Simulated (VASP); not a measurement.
# Pb (Fm-3m) in VASP: further runs

Aim: see how the results for Pb move with the level of theory and the settings. Levels: PBE+D3(BJ), PBEsol, revPBE. Tasks: single point.

Program: VASP 6.6.1. These are calculated values, not measurements. Logs are shortened: lines on timing, memory, paths and dates and some standing lists are left out, and cuts for length are marked.

## Step 1: The cell of the first run

Symmetry: Fm-3m, No. 225, cubic system. Conventional cell: a = 4.917 Å, b = 4.917 Å, c = 4.917 Å, α = 90.00°, β = 90.00°, γ = 90.00°. Within 4.6 Å of Pb (site symmetry m-3m) lie 12 Pb at 3.48 Å.

## Step 2: Single point, PBE+D3(BJ)

INCAR

```
  PREC = Accurate
  ENCUT = 520
  EDIFF = 1E-6
  ISMEAR = -1
  SIGMA = 0.05
  LREAL = False
  LASPH = True
  NELM = 80
  ALGO = Fast
  ISIF = 2
  LWAVE = False
  LCHARG = False
  GGA = PE
  IVDW = 12
  NBANDS = 13
```

KPOINTS

```
regular mesh
0
Gamma
  9 9 9
```

POSCAR

```
Pb
1.0
    0.0000000000      2.4584086270      2.4584086270
    2.4584086270      0.0000000000      2.4584086270
    2.4584086270      2.4584086270      0.0000000000
Pb
1
Direct
    0.0000000000      0.0000000000      0.0000000000
```

Potentials or basis: VASP PAW PBE potentials, release 64 (Pb_d).

The run is started by

```console
$ cat potpaw_PBE.64/Pb_d/POTCAR > POTCAR
$ mpirun -np 1 vasp_std > vasp.out
```

OUTCAR:

```text
PREC = Accurate
   ENCUT = 520
   EDIFF = 1E-6
   ISMEAR = -1
   LREAL = False
   LASPH = True
   NELM = 80
   ISIF = 2
   GGA = PE
   IVDW = 12
 IVDW          = 12

 ion  position               nearest neighbor table
   1  0.000  0.000  0.000-

  LATTYP: Found a face centered cubic cell.
 ALAT       =     4.9168172540

  Lattice vectors:

 A1 = (   0.0000000000,   2.4584086270,   2.4584086270)
 A2 = (   2.4584086270,   0.0000000000,   2.4584086270)
 A3 = (   2.4584086270,   2.4584086270,   0.0000000000)

Analysis of symmetry for initial positions (statically):
[... 5 lines left out ...]
 face centered cubic supercell.

 Subroutine GETGRP returns: Found 48 space group operations
 (whereof 48 operations were pure point group operations)
 out of a pool of 48 trial point group operations.

The static configuration has the point symmetry O_h .

Analysis of symmetry for dynamics (positions and initial velocities):
[... 5 lines left out ...]
 face centered cubic supercell.

 Subroutine GETGRP returns: Found 48 space group operations
 (whereof 48 operations were pure point group operations)
 out of a pool of 48 trial point group operations.

The dynamic configuration has the point symmetry O_h .

 Subroutine INISYM returns: Found 48 space group operations
 (whereof 48 operations are pure point group operations),
 and found     1 'primitive' translations

----------------------------------------------------------------------------------------

                                     Primitive cell

  volume of cell :      29.7161

  direct lattice vectors                    reciprocal lattice vectors
     0.000000000  2.458408627  2.458408627    -0.203383601  0.203383601  0.203383601
     2.458408627  0.000000000  2.458408627     0.203383601 -0.203383601  0.203383601
     2.458408627  2.458408627  0.000000000     0.203383601  0.203383601 -0.203383601

  length of vectors
     3.476714822  3.476714822  3.476714822     0.352270731  0.352270731  0.352270731

  position of ions in fractional coordinates (direct lattice)
     0.000000000  0.000000000  0.000000000

  ion indices of the primitive-cell ions
   primitive index   ion index
                 1           1

----------------------------------------------------------------------------------------

 KPOINTS: regular mesh

Automatic generation of k-mesh.
 Grid dimensions read from file:
 generate k-points for:    9    9    9

 Generating k-lattice:

  Cartesian coordinates                     Fractional coordinates (reciprocal lattice)
    -0.022598178  0.022598178  0.022598178     0.111111111  0.000000000  0.000000000
     0.022598178 -0.022598178  0.022598178     0.000000000  0.111111111  0.000000000
     0.022598178  0.022598178 -0.022598178     0.000000000  0.000000000  0.111111111

  Length of vectors
     0.039141192  0.039141192  0.039141192

  Shift w.r.t. Gamma in fractional coordinates (k-lattice)
     0.000000000  0.000000000  0.000000000

 Subroutine IBZKPT returns following result:
 ===========================================

 Found     35 irreducible k-points:

 Following reciprocal coordinates:
            Coordinates               Weight
  0.000000  0.000000  0.000000      1.000000
  0.111111  0.000000  0.000000      8.000000
  0.222222  0.000000  0.000000      8.000000
  0.333333  0.000000  0.000000      8.000000
  0.444444  0.000000  0.000000      8.000000
  0.111111  0.111111  0.000000      6.000000
[... 16 lines left out ...]
 -0.333333  0.333333  0.000000     12.000000
  0.444444  0.444444  0.000000      6.000000
 [... further k-points ...]
   k-points           NKPTS =     35   k-points in BZ     NKDIM =     35   number of bands    NBANDS=     13
   number of dos      NEDOS =    301   number of ions     NIONS =      1
   total plane-waves  NPLWV =  21952
   dimension x,y,z NGX =    28 NGY =   28 NGZ =   28
   dimension x,y,z NGXF=    56 NGYF=   56 NGZF=   56
   ions per type =               1
   NGX,Y,Z   is equivalent  to a cutoff of  13.39, 13.39, 13.39 a.u.
   NGXF,Y,Z  is equivalent  to a cutoff of  26.78, 26.78, 26.78 a.u.
 SYSTEM =  unknown system
   PREC   = accura    normal or accurate (medium, high low for compatibility)
   ISTART =      0    job   : 0-new  1-cont  2-samecut
   ICHARG =      2    charge: 1-file 2-atom 10-const
   ISPIN  =      1    spin polarized calculation?
   LNONCOLLINEAR =      F non collinear calculations
   LSORBIT =      F    spin-orbit coupling
   LASPH  =      T    aspherical Exc in radial PAW
   ENCUT  =  520.0 eV  38.22 Ry    6.18 a.u.   6.46  6.46  6.46*2*pi/ulx,y,z
   NELM   =     80;   NELMIN=  2; NELMDL= -5     # of ELM steps
   EDIFF  = 0.1E-05   stopping-criterion for ELM
   LREAL  =      F    real-space projection
   EDIFFG = 0.1E-04   stopping-criterion for IOM
   NSW    =      0    number of steps for IOM
   IBRION =     -1    ionic relax: 0-MD 1-quasi-New 2-CG
   NFREE  =      0    steps in history (QN), initial steepest desc. (CG)
   ISIF   =      2    stress and relaxation
   ISYM   =      2    0-nonsym 1-usesym 2-fastsym
   POTIM  = 0.5000    time-step for ionic-motion
   TEBEG  =    0.0;   TEEND  =   0.0 temperature during run
   PSTRESS=    0.0 pullay stress
   NELECT =      14.0000    total number of electrons
   NUPDOWN=      -1.0000    fix difference up-down
   EMIN   =  10.00;   EMAX   =-10.00  energy-range for DOS
   EFERMI =   0.00;   METHOD = LEGACY
   ISMEAR =    -1;   SIGMA  =   0.05  broadening in eV -4-tet -1-fermi 0-gaus
   EFERMI_NEDOS =   21; number of points for ismear=-14 and -15
   IALGO  =     68    algorithm
   IMIX   =      4    mixing-type and parameters
     AMIX     =   0.40;   BMIX     =  1.00
     AMIX_MAG =   1.60;   BMIX_MAG =  1.00
  volume/ion in A,a.u.               =      29.72       200.53
  Fermi-wavevector in a.u.,A,eV,Ry     =   1.273855  2.407238 22.078274  1.622707
  Thomas-Fermi vector in A             =   2.406656
   LORBIT       =      0    0 simple, 1 ext, 2 COOP (PROOUT), +10 PAW based schemes
   GGA     = PE    functional components
   LHFCALC =     F    Hartree Fock is set to
   AEXX    =    0.0000 exact exchange contribution
   IVDW    =    12    specifies the selected vdW correction
   LEPSILON=     F    determine dielectric tensor
   LRPA    =     F    only Hartree local field effects (RPA)
 non-spin polarized calculation
 RMM-DIIS sequential band-by-band and
  energy-cutoff  :      520.00
  volume of cell :       29.72
 maximum number of plane-waves:       821
 NGX is ok and might be reduce to    28
   NGX = 13   NGY = 13   NGZ = 13

 number of electron      13.9999999 magnetization

 Free energy of the ion-electron system (eV)
  ---------------------------------------------------
  ext. energy  EPLUGINS =         0.00000000
  ---------------------------------------------------
  free energy    TOTEN  =        -3.55962266 eV

  energy without entropy =       -3.55656644  energy(sigma->0) =       -3.55809455

 E-fermi :   7.3581     XC(G=0): -10.2831

 val. band max:        7.1358533400   @ k =  -0.3333   0.3333   0.1111
 cond. band min:       7.3608788140   @ k =  -0.2222   0.3333   0.1111
 fundamental gap:      0.2250254740
 Fermi energy:         7.3580616961

 k-point     1 :       0.0000    0.0000    0.0000
  band No.  band energies     occupation
      1      -9.5811      2.00000
      2      -9.5811      2.00000
      3      -9.5811      2.00000
      4      -9.4320      2.00000
      5      -9.4320      2.00000
      6      -4.3837      2.00000
      7      15.0889      0.00000
      8      15.0889      0.00000
      9      15.0889      0.00000
     10      17.2854      0.00000
     11      19.1078      0.00000
     12      20.1451      0.00000
     13      20.1451      0.00000

 k-point     2 :       0.1111    0.0000    0.0000
  band No.  band energies     occupation
      1      -9.5820      2.00000
      2      -9.5637      2.00000
      3      -9.5637      2.00000
      4      -9.4322      2.00000
      5      -9.4322      2.00000
      6      -4.1407      2.00000
      7      12.6737      0.00000
      8      14.8003      0.00000
      9      14.8003      0.00000
     10      16.9270      0.00000
     11      20.0325      0.00000
     12      20.6613      0.00000
     13      20.6623      0.00000

 k-point     3 :       0.2222    0.0000    0.0000
  band No.  band energies     occupation
      1      -9.5883      2.00000
      2      -9.5430      2.00000
      3      -9.5430      2.00000
      4      -9.4083      2.00000
      5      -9.4083      2.00000
      6      -3.4123      2.00000
      7       9.1413      0.00000
      8      14.1868      0.00000
      9      14.1868      0.00000
     10      16.6155      0.00000
     11      19.4660      0.00000
     12      20.2535      0.00000
     13      20.2535      0.00000
[... 305 lines left out ...]
 k-point    23 :      -0.3333    0.3333    0.0000
  band No.  band energies     occupation
      1      -9.6407      2.00000
      2      -9.4735      2.00000
      3      -9.4235      2.00000
      4      -9.3986      2.00000
      5      -9.3303      2.00000
      6       0.3493      2.00000
      7       5.6573      2.00000
      8       5.9234      2.00000
      9      11.2329      0.00000
     10      14.4862      0.00000
     11      21.4094      0.00000
     12      23.0284      0.00000
     13      23.0398      0.00000

 k-point    24 :       0.4444    0.4444    0.0000
  band No.  band energies     occupation
      1      -9.7504      2.00000
      2      -9.6542      2.00000
      3      -9.3051      2.00000
      4      -9.2642      2.00000
      5      -9.2642      2.00000
      6       0.3517      2.00000
      7       4.7492      2.00000
      8       9.6849      0.00000
      9       9.6849      0.00000
     10      13.0466      0.00000
     11      14.2676      0.00000
     12      25.8895      0.00000
     13      27.7087      0.00000

 [... further k-points ...]

------------------------ aborting loop because EDIFF is reached ----------------------------------------

 Edisp (eV)   -0.41819

 E8    (eV) :    -0.2120

  FORCE on cell =-STRESS in cart. coord.  units (eV):
  Direction    XX          YY          ZZ          XY          YZ          ZX
  --------------------------------------------------------------------------------------
  -------------------------------------------------------------------------------------
  Total       0.19222     0.19222     0.19222    -0.00000    -0.00000     0.00000
  in kB      10.36393    10.36393    10.36393    -0.00000    -0.00000     0.00000
  external pressure =       10.36 kB  Pullay stress =        0.00 kB

 VOLUME and BASIS-vectors are now :
 -----------------------------------------------------------------------------
  energy-cutoff  :      520.00
  volume of cell :       29.72
      direct lattice vectors                 reciprocal lattice vectors
     0.000000000  2.458408627  2.458408627    -0.203383601  0.203383601  0.203383601
     2.458408627  0.000000000  2.458408627     0.203383601 -0.203383601  0.203383601
     2.458408627  2.458408627  0.000000000     0.203383601  0.203383601 -0.203383601

 POSITION                                       TOTAL-FORCE (eV/Angst)
 -----------------------------------------------------------------------------------
      0.00000      0.00000      0.00000         0.000000      0.000000      0.000000
 -----------------------------------------------------------------------------------
    total drift:                               -0.000000     -0.000000     -0.000000

  FREE ENERGIE OF THE ION-ELECTRON SYSTEM (eV)
  ---------------------------------------------------
  free  energy   TOTEN  =        -3.9778112108 eV

  energy  without entropy=       -3.9747549977  energy(sigma->0) =       -3.97628310
```

Run time: 7.5 s. Hardware: 1 thread of Intel Xeon 6975P-C (Granite Rapids), shared host; peak memory 0.16 GiB.

What came out:

* Free energy: -3.9778 eV
* Pressure: 1.0 GPa
* Band gap on the k mesh: zero (band 7 reaches 15.09 eV, above the bottom of band 8 at 5.92 eV)
* Dispersion energy per atom: -0.418 eV

Levels at points of the mesh, in eV from the Fermi level:
| k point | band 5 | band 6 | band 7 | band 8 | band 9 | band 10 |
| --- | --- | --- | --- | --- | --- | --- |
| (0.00, 0.00, 0.00) | -16.79 | -11.74 | 7.73 | 7.73 | 7.73 | 9.93 |

Caveat: spin-orbit coupling is left out, which moves the levels of the heavy elements; pairwise dispersion overbinds metals, which lowers pressure and volume.

## Step 3: Single point, PBEsol

This run uses another cell than the first one, of 29.11 Å³/atom, 0.980 times its volume.

INCAR

```
SYSTEM = Pb
  PREC = Accurate
  ENCUT = 520
  EDIFF = 1E-6
  ISMEAR = -1
  SIGMA = 0.05
  LREAL = .False.
  LASPH = .True.
  NELM = 100
  ALGO = Normal
  ISIF = 2
  LWAVE = .False.
  LCHARG = .True.
  GGA = PS
  LELF = .True.
  LVHAR = .True.
  NBANDS = 13
```

KPOINTS

```
Automatic mesh
0
Gamma
  9 9 9
  0 0 0
```

POSCAR

```
Pb
1.0
    0.0000000000      2.4415696833      2.4415696833
    2.4415696833      0.0000000000      2.4415696833
    2.4415696833      2.4415696833      0.0000000000
Pb
1
Direct
    0.0000000000      0.0000000000      0.0000000000
```

Potentials or basis: VASP PAW PBE potentials, release 64 (Pb_d).

The run is started by

```console
$ cat potpaw_PBE.64/Pb_d/POTCAR > POTCAR
$ mpirun -np 1 vasp_std > vasp.out
```

Run time: 6 s. Hardware: 1 thread of Intel Xeon 6975P-C (Granite Rapids), shared host; peak memory 0.16 GiB.

Results (log left out):

- Free energy: -4.0142 eV
- Pressure: 1.4 GPa
- Band gap on the k mesh: zero (band 7 reaches 15.30 eV, above the bottom of band 8 at 5.92 eV)

Levels at points of the mesh, in eV from the Fermi level:
```
           k point  band 3  band 4  band 5  band 6  band 7  band 8  band 9  band 10  band 11  band 12
(0.00, 0.00, 0.00)  -16.85  -16.69  -16.69  -11.88    7.91    7.91    7.91     9.96    12.01    12.96
```

Caveat: the PAW data sets were made with another functional, which shifts forces and pressure a little; spin-orbit coupling is left out, which moves the levels of the heavy elements.

## Step 4: Single point, revPBE

This run uses another cell than the first one, of 29.11 Å³/atom, 0.980 times its volume.

INCAR

```
PREC = Accurate ; ENCUT = 520
EDIFF = 1E-6 ; ISMEAR = -1
SIGMA = 0.05 ; LREAL = False
LASPH = True ; NELM = 80
ALGO = Fast ; ISIF = 2
LWAVE = False ; LCHARG = False
GGA = RE ; NBANDS = 13
```

KPOINTS

```
regular mesh
0
Gamma
  9 9 9
```

POSCAR is that of step 3.

The run is started by

```console
$ cat potpaw_PBE.64/Pb_d/POTCAR > POTCAR
$ mpirun -np 1 vasp_std > vasp.out
```

Run time: 7.1 s. Hardware: 1 thread of Intel Xeon 6975P-C (Granite Rapids), shared host; peak memory 0.15 GiB.

Results (log left out):

| Quantity | Value |
| --- | --- |
| Free energy | -3.2017 eV |
| Pressure | 5.8 GPa |
| Band gap on the k mesh | zero (band 7 reaches 15.60 eV, above the bottom of band 8 at 6.21 eV) |

Levels at points of the mesh, in eV from the Fermi level:
| k point | band 4 | band 5 | band 6 | band 7 | band 8 | band 9 | band 10 | band 11 |
| --- | --- | --- | --- | --- | --- | --- | --- | --- |
| (0.00, 0.00, 0.00) | -16.84 | -16.84 | -11.87 | 7.93 | 7.93 | 7.93 | 9.92 | 12.00 |

Caveat: the PAW data sets were made with another functional, which shifts forces and pressure a little; spin-orbit coupling is left out, which moves the levels of the heavy elements.

(Continued in part 2 of 2.)
